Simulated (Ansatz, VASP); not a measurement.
One calculation of Si2Ni, two programs

```
Ni Si
1.0
     0.00000    2.70300    2.70300
     2.70300    0.00000    2.70300
     2.70300    2.70300    0.00000
Ni Si
1 2
Direct
  0.00000 0.00000 0.00000
  0.75000 0.75000 0.75000
  0.25000 0.25000 0.25000
```

Alike in both runs: task single point; functional PBE; k mesh 7 × 7 × 7; occupations fermi-dirac, width 0.05 eV; collinear spin; fixed moment 2 μB.

|  | VASP | Ansatz |
| --- | --- | --- |
| version | VASP 6.6.1 | Ansatz 0.2.0 |
| potentials or method | VASP PAW PBE potentials, release 64 (Ni_sv_GW, Si) | Ansatz PAW |
| plane-wave cutoff (eV) | 690 | 420 |
| valence electrons in the cell | 26 | 26 |

Ansatz gave:

- pressure (GPa): 15.1
- net moment per atom (μB): 0.67
- size of the moment on the site where the two differ most (μB): 0.28

Question: What did VASP give for the same quantities?

Answer: Pressure (GPa): 23.2; net moment per atom (μB): 0.67; size of the moment on the site where the two differ most (μB): 0.26.

Site moments also hang on the region over which each program counts them.
